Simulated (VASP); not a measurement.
# C (Pm) in VASP: single point with r2SCAN

Aim: the single point of C with r2SCAN.

Everything below comes from runs of VASP 6.6.1. Logs are shortened: lines on timing, memory, paths and dates and some standing lists are left out, and cuts for length are marked.

## (1) The cell of the first run

Symmetry: Pm, No. 6, monoclinic system. The conventional cell has a = 2.456 Å, b = 7.050 Å, c = 2.456 Å, α = 90.00°, β = 120.00°, γ = 90.00°. C (site symmetry m) has 2 C at 1.17 to 1.45 Å within 1.6 Å. Within 1.9 Å of C (site symmetry m) lie 3 C at 1.42 Å. C (site symmetry m) has 2 C at 1.17 to 1.45 Å within 1.6 Å. C (site symmetry m) has 3 C at 1.42 Å within 1.9 Å.

## (2) Single point, r2SCAN (atom 1 (C) moved -0.300 Å towards its neighbour atom 1 (C) at 2.456 Å)

Contents of POSCAR:

```
C
1.0
    2.4558907252      0.0000000000      0.0000000000
   -1.2279453626      2.1268637570      0.0000000000
    0.0000000000      0.0000000000      7.0497855834
C
4
Direct
    0.1221552722      0.1221552722      0.0025000000
    0.0000000000      0.0000000000      0.5025000000
    0.3333333333      0.6666666667      0.0025000000
    0.6666666667      0.3333333333      0.5025000000
```

Contents of INCAR.step1:

```
  PREC = Accurate
  ENCUT = 520
  ISMEAR = 0
  SIGMA = 0.15
  LREAL = F
  LASPH = T
  NELM = 80
  NBANDS = 16
  GGA = PE
  ALGO = Normal
  EDIFF = 1E-4
  LWAVE = T
  LCHARG = F
```

Contents of INCAR.step2:

```
  PREC = Accurate
  ENCUT = 520
  EDIFF = 1E-6
  ISMEAR = 0
  SIGMA = 0.15
  LREAL = F
  LASPH = T
  NELM = 80
  ALGO = Normal
  ISIF = 2
  LWAVE = F
  LCHARG = F
  METAGGA = R2SCAN
  LMIXTAU = T
  NBANDS = 16
  ISTART = 1
```

Contents of KPOINTS:

```
Automatic mesh
0
Gamma
  24 24 8
```

Potentials or basis: VASP PAW PBE potentials, release 64 (C).

Run with:

```sh
cat potpaw_PBE.64/C/POTCAR > POTCAR
cp INCAR.step1 INCAR
mpirun -np 1 vasp_std > vasp.out
cp INCAR.step2 INCAR
mpirun -np 1 vasp_std > vasp.out
```

OUTCAR:

```text
PREC = Accurate
   ENCUT = 520
   EDIFF = 1E-6
   ISMEAR = 0
   LREAL = F
   LASPH = T
   NELM = 80
   ISIF = 2
   METAGGA = R2SCAN
   ISTART = 1

 ion  position               nearest neighbor table
   1  0.122  0.122  0.002-   3 1.17   3 1.45   3 1.68
   2  0.000  0.000  0.502-   4 1.42   4 1.42   4 1.42
   3  0.333  0.667  0.002-   1 1.17   1 1.45   1 1.68
   4  0.667  0.333  0.502-   2 1.42   2 1.42   2 1.42

  LATTYP: Found a hexagonal cell.
 ALAT       =     2.4558907252
 C/A-ratio  =     2.8705615893

  Lattice vectors:

 A1 = (   2.4558907252,   0.0000000000,   0.0000000000)
 A2 = (  -1.2279453626,   2.1268637570,   0.0000000000)
 A3 = (   0.0000000000,   0.0000000000,   7.0497855834)

Analysis of symmetry for initial positions (statically):
=====================================================================
 Subroutine PRICEL returns:
 Original cell was already a primitive cell.

 Routine SETGRP: Setting up the symmetry group for a
 hexagonal supercell.

 Subroutine GETGRP returns: Found  2 space group operations
 (whereof  1 operations were pure point group operations)
 out of a pool of 24 trial point group operations.

The static configuration has the point symmetry C_1 .
 The point group associated with its full space group is C_1h.

Analysis of symmetry for dynamics (positions and initial velocities):
=====================================================================
 Subroutine PRICEL returns:
 Original cell was already a primitive cell.

 Routine SETGRP: Setting up the symmetry group for a
 hexagonal supercell.

 Subroutine GETGRP returns: Found  2 space group operations
 (whereof  1 operations were pure point group operations)
 out of a pool of 24 trial point group operations.

The dynamic configuration has the point symmetry C_1 .
 The point group associated with its full space group is C_1h.

 Subroutine INISYM returns: Found  2 space group operations
 (whereof  1 operations are pure point group operations),
 and found     1 'primitive' translations

----------------------------------------------------------------------------------------

                                     Primitive cell

  volume of cell :      36.8235

  direct lattice vectors                    reciprocal lattice vectors
     2.455890725  0.000000000  0.000000000     0.407184241  0.235087931  0.000000000
    -1.227945363  2.126863757  0.000000000     0.000000000  0.470175862  0.000000000
     0.000000000  0.000000000  7.049785583     0.000000000  0.000000000  0.141848286

  length of vectors
     2.455890725  2.455890725  7.049785583     0.470175862  0.470175862  0.141848286

  position of ions in fractional coordinates (direct lattice)
     0.122155272  0.122155272  0.002500000
     0.000000000  0.000000000  0.502500000
     0.333333333  0.666666667  0.002500000
     0.666666667  0.333333333  0.502500000

  ion indices of the primitive-cell ions
   primitive index   ion index
                 1           1
                 2           2
                 3           3
                 4           4

----------------------------------------------------------------------------------------

 KPOINTS: Automatic mesh

Automatic generation of k-mesh.
 Grid dimensions read from file:
 generate k-points for:   24   24    8

 Generating k-lattice:

  Cartesian coordinates                     Fractional coordinates (reciprocal lattice)
     0.016966010  0.009795330  0.000000000     0.041666667 -0.000000000  0.000000000
     0.000000000  0.019590661  0.000000000     0.000000000  0.041666667  0.000000000
     0.000000000  0.000000000  0.017731036     0.000000000  0.000000000  0.125000000

  Length of vectors
     0.019590661  0.019590661  0.017731036

  Shift w.r.t. Gamma in fractional coordinates (k-lattice)
     0.000000000  0.000000000  0.000000000

 Subroutine IBZKPT returns following result:
 ===========================================

 Found   1450 irreducible k-points:

 Following reciprocal coordinates:
            Coordinates               Weight
  0.000000  0.000000  0.000000      1.000000
  0.041667  0.000000  0.000000      2.000000
  0.000000  0.041667  0.000000      2.000000
 -0.041667  0.041667  0.000000      2.000000
  0.083333  0.000000  0.000000      2.000000
  0.000000  0.083333  0.000000      2.000000
[... 16 lines left out ...]
  0.333333  0.000000  0.000000      2.000000
  0.000000  0.333333  0.000000      2.000000
 [... further k-points ...]
   k-points           NKPTS =   1450   k-points in BZ     NKDIM =   1450   number of bands    NBANDS=     16
   number of dos      NEDOS =    301   number of ions     NIONS =      4
   total plane-waves  NPLWV =  17496
   dimension x,y,z NGX =    18 NGY =   18 NGZ =   54
   dimension x,y,z NGXF=    36 NGYF=   36 NGZF=  108
   ions per type =               4
   NGX,Y,Z   is equivalent  to a cutoff of  12.18, 12.18, 12.73 a.u.
   NGXF,Y,Z  is equivalent  to a cutoff of  24.37, 24.37, 25.47 a.u.
 SYSTEM =  unknown system
   PREC   = accura    normal or accurate (medium, high low for compatibility)
   ISTART =      1    job   : 0-new  1-cont  2-samecut
   ICHARG =      0    charge: 1-file 2-atom 10-const
   ISPIN  =      1    spin polarized calculation?
   LNONCOLLINEAR =      F non collinear calculations
   LSORBIT =      F    spin-orbit coupling
   LASPH  =      T    aspherical Exc in radial PAW
   ENCUT  =  520.0 eV  38.22 Ry    6.18 a.u.   4.57  4.57 13.11*2*pi/ulx,y,z
   NELM   =     80;   NELMIN=  2; NELMDL=  0     # of ELM steps
   EDIFF  = 0.1E-05   stopping-criterion for ELM
   LREAL  =      F    real-space projection
   EDIFFG = 0.1E-04   stopping-criterion for IOM
   NSW    =      0    number of steps for IOM
   IBRION =     -1    ionic relax: 0-MD 1-quasi-New 2-CG
   NFREE  =      0    steps in history (QN), initial steepest desc. (CG)
   ISIF   =      2    stress and relaxation
   ISYM   =      2    0-nonsym 1-usesym 2-fastsym
   POTIM  = 0.5000    time-step for ionic-motion
   TEBEG  =    0.0;   TEEND  =   0.0 temperature during run
   PSTRESS=    0.0 pullay stress
   NELECT =      16.0000    total number of electrons
   NUPDOWN=      -1.0000    fix difference up-down
   EMIN   =  10.00;   EMAX   =-10.00  energy-range for DOS
   EFERMI =   0.00;   METHOD = LEGACY
   ISMEAR =     0;   SIGMA  =   0.15  broadening in eV -4-tet -1-fermi 0-gaus
   EFERMI_NEDOS =   21; number of points for ismear=-14 and -15
   IALGO  =     38    algorithm
   IMIX   =      4    mixing-type and parameters
     AMIX     =   0.40;   BMIX     =  1.00
     AMIX_MAG =   1.60;   BMIX_MAG =  1.00
  volume/ion in A,a.u.               =       9.21        62.12
  Fermi-wavevector in a.u.,A,eV,Ry     =   1.239957  2.343179 20.918867  1.537493
  Thomas-Fermi vector in A             =   2.374418
   LORBIT       =      0    0 simple, 1 ext, 2 COOP (PROOUT), +10 PAW based schemes
   METAGGA = R2SCAN    functional components
   LHFCALC =     F    Hartree Fock is set to
   AEXX    =    0.0000 exact exchange contribution
   IVDW    =     0    specifies the selected vdW correction
   LEPSILON=     F    determine dielectric tensor
   LRPA    =     F    only Hartree local field effects (RPA)
 non-spin polarized calculation
 Gauss-broadening in eV      SIGMA  =   0.15
  energy-cutoff  :      520.00
  volume of cell :       36.82
 maximum number of plane-waves:      1016
   NGX =  9   NGY =  9   NGZ = 27

 number of electron      15.9999997 magnetization

 Free energy of the ion-electron system (eV)
  ---------------------------------------------------
  ext. energy  EPLUGINS =         0.00000000
  ---------------------------------------------------
  free energy    TOTEN  =       -37.29783169 eV

  energy without entropy =      -37.29558607  energy(sigma->0) =      -37.29670888

 E-fermi :   4.5781     XC(G=0): -10.7530

 val. band max:        4.5692998150   @ k =   0.1250   0.4167  -0.3750
 cond. band min:       4.5798288032   @ k =   0.1250   0.4167   0.5000
 fundamental gap:      0.0105289882
 Fermi energy:         4.5781032834

 k-point     1 :       0.0000    0.0000    0.0000
  band No.  band energies     occupation
      1     -16.8069      2.00000
      2     -16.5338      2.00000
      3      -4.7324      2.00000
      4      -3.1947      2.00000
      5      -3.0880      2.00000
      6       1.0612      2.00000
[... 8 lines left out ...]
     15      16.7833      0.00000
     16      17.4415      0.00000

 k-point     2 :       0.0417    0.0000    0.0000
  band No.  band energies     occupation
      1     -16.7637      2.00000
      2     -16.4904      2.00000
      3      -4.6825      2.00000
      4      -3.1470      2.00000
      5      -3.1335      2.00000
      6       0.8777      2.00000
[... 8 lines left out ...]
     15      16.6191      0.00000
     16      17.3392      0.00000

 k-point     3 :       0.0000    0.0417    0.0000
  band No.  band energies     occupation
      1     -16.7660      2.00000
      2     -16.4908      2.00000
      3      -4.6784      2.00000
      4      -3.1769      2.00000
      5      -3.1431      2.00000
      6       0.8783      2.00000
[... 8 lines left out ...]
     15      16.6185      0.00000
     16      17.2198      0.00000

 k-point     4 :      -0.0417    0.0417    0.0000
  band No.  band energies     occupation
      1     -16.7651      2.00000
      2     -16.4907      2.00000
      3      -4.6799      2.00000
      4      -3.1688      2.00000
      5      -3.1445      2.00000
      6       0.8779      2.00000
[... 8 lines left out ...]
     15      16.6187      0.00000
     16      17.2598      0.00000

 k-point     5 :       0.0833    0.0000    0.0000
  band No.  band energies     occupation
      1     -16.6341      2.00000
      2     -16.3604      2.00000
      3      -4.5336      2.00000
      4      -3.2660      2.00000
      5      -3.0046      2.00000
      6       0.3560      2.00000
[... 8 lines left out ...]
     15      16.4230      0.00000
     16      17.0422      0.00000

 k-point     6 :       0.0000    0.0833    0.0000
  band No.  band energies     occupation
      1     -16.6435      2.00000
      2     -16.3620      2.00000
      3      -4.5166      2.00000
      4      -3.4379      2.00000
      5      -2.9885      2.00000
      6       0.3566      2.00000
[... 8 lines left out ...]
     15      16.1396      0.00000
     16      16.6067      0.00000
[... 267 lines left out ...]
 k-point    21 :       0.0000    0.2917    0.0000
  band No.  band energies     occupation
      1     -14.8705      2.00000
      2     -14.4439      2.00000
      3      -6.6253      2.00000
      4      -4.8422      2.00000
      5      -2.1308      2.00000
      6      -1.5152      2.00000
[... 8 lines left out ...]
     15      18.3202      0.00000
     16      19.9816      0.00000

 k-point    22 :      -0.2917    0.2917    0.0000
  band No.  band energies     occupation
      1     -14.8206      2.00000
      2     -14.4413      2.00000
      3      -6.3100      2.00000
      4      -4.8425      2.00000
      5      -2.2415      2.00000
      6      -1.5149      2.00000
[... 8 lines left out ...]
     15      19.8280      0.00000
     16      19.9829      0.00000

 k-point    23 :       0.3333    0.0000    0.0000
  band No.  band energies     occupation
      1     -14.1685      2.00000
      2     -13.8079      2.00000
      3      -6.0202      2.00000
      4      -5.5970      2.00000
      5      -3.2552      2.00000
      6      -1.8765      2.00000
[... 8 lines left out ...]
     15      19.8732      0.00000
     16      21.1647      0.00000

 k-point    24 :       0.0000    0.3333    0.0000
  band No.  band energies     occupation
      1     -14.3113      2.00000
      2     -13.8136      2.00000
      3      -7.4660      2.00000
      4      -6.0162      2.00000
      5      -1.8771      2.00000
      6      -1.3598      2.00000
[... 8 lines left out ...]
     15      18.6232      0.00000
     16      21.0390      0.00000

 [... further k-points ...]

------------------------ aborting loop because EDIFF is reached ----------------------------------------

  FORCE on cell =-STRESS in cart. coord.  units (eV):
  Direction    XX          YY          ZZ          XY          YZ          ZX
  --------------------------------------------------------------------------------------
  -------------------------------------------------------------------------------------
  Total        1.3997600     12.8098949     -0.0341079     -1.5868866      0.0000000      0.0000000
  in kB       60.9031187    557.3545225     -1.4840258    -69.0449404      0.0000000      0.0000000
  external PRESSURE =     205.5912051 kB  Pullay stress =       0.0000000 kB

 VOLUME and BASIS-vectors are now :
 -----------------------------------------------------------------------------
  energy-cutoff  :      520.00
  volume of cell :       36.82
      direct lattice vectors                 reciprocal lattice vectors
     2.455890725  0.000000000  0.000000000     0.407184241  0.235087931  0.000000000
    -1.227945363  2.126863757  0.000000000     0.000000000  0.470175862  0.000000000
     0.000000000  0.000000000  7.049785583     0.000000000  0.000000000  0.141848286

 POSITION                                       TOTAL-FORCE (eV/Angst)
 -----------------------------------------------------------------------------------
      0.15000      0.25981      0.01762        -1.582126    -18.033002      0.000000
      0.00000      0.00000      3.54252        -0.002451     -0.028418      0.000000
     -0.00000      1.41791      0.01762         1.576834     18.049797      0.000000
      1.22795      0.70895      3.54252         0.007743      0.011623      0.000000
 -----------------------------------------------------------------------------------
    total drift:                                0.000236      0.000282      0.000010

  FREE ENERGIE OF THE ION-ELECTRON SYSTEM (eV)
  ---------------------------------------------------
  free  energy   TOTEN  =       -37.2978316922 eV

  energy  without entropy=      -37.2955860705  energy(sigma->0) =      -37.29670888
```

Wall time 47 min (1 thread of Oxide Virtual Turin-like, shared host); peak memory 0.61 GiB.

Results:

```
Free energy            : -37.2978 eV
Pressure               : 20.6 GPa
Largest force          : 18.119 eV/Å
Band gap on the k mesh : zero (bands 8 and 9 overlap by 2.54 eV)
```

Forces on the atoms (eV/Å):
```
C    -1.582 -18.033   0.000
C    -0.002  -0.028   0.000
C     1.577  18.050   0.000
C     0.008   0.012   0.000
```

Caveat: the cell differs from its parent crystal (atom 1 (C) moved -0.300 Å towards its neighbour atom 1 (C) at 2.456 Å); the stress differs along the axes, from -0 to 56 GPa; the PAW data sets were made with another functional, which shifts forces and pressure a little.
